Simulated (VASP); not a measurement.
Wanted: the native input for a VASP 6.6.1 run.

```
Task                   : single point
Functional             : PBEsol
Potentials or basis    : VASP PAW PBE potentials, release 64 (Pt, Se)
Cutoff                 : 520 eV
k mesh                 : 12 × 12 × 8
Occupations            : fermi-dirac, width 0.15 eV
Spin                   : no spin polarisation
Dipole correction      : no
Further INCAR settings : ALGO = Normal; EDIFF = 1e-07; NBANDS = 18
```

The structure of PtSe2 lies in POSCAR:

```
PtSe2
1.0
    3.7260171074      0.0000000000      0.0000000000
   -1.8630085537      3.2268254699      0.0000000000
    0.0000000000      0.0000000000      4.5796994215
Pt Se
1 2
Direct
    0.0000000000      0.0000000000      0.0000000000
    0.3333333333      0.6666666667      0.2752045396
    0.6666666667      0.3333333333      0.7247954604
```

These files were run (other wordings do the same):

INCAR

```
SYSTEM = PtSe2
PREC = Accurate ; ENCUT = 520
EDIFF = 1E-7 ; ISMEAR = -1
SIGMA = 0.15 ; LREAL = .FALSE.
LASPH = .TRUE. ; NELM = 100
ALGO = Normal ; ISIF = 2
LWAVE = .FALSE. ; LCHARG = .FALSE.
GGA = PS ; NBANDS = 18
```

KPOINTS

```
regular mesh
0
G
  12 12 8
  0 0 0
```

Potentials or basis: VASP PAW PBE potentials, release 64 (Pt, Se).

Launch:

```sh
$ cat potpaw_PBE.64/Pt/POTCAR potpaw_PBE.64/Se/POTCAR > POTCAR
$ mpirun -np 1 vasp_std > vasp.out
```

Results of the run:

| Item | Value |
| --- | --- |
| Pressure | 6.1 GPa |
| Largest force | 0.018 eV/Å |
| Band gap on the k mesh | zero (bands 11 and 12 overlap by 0.89 eV) |

Caveat: the cell stands under pressure; the PAW data sets were made with another functional, which shifts forces and pressure a little; spin-orbit coupling is left out, which moves the levels of the heavy elements.

Run time: 3.4 min on 1 thread of Intel Xeon 8259CL, on a shared host, peak memory 0.27 GiB.
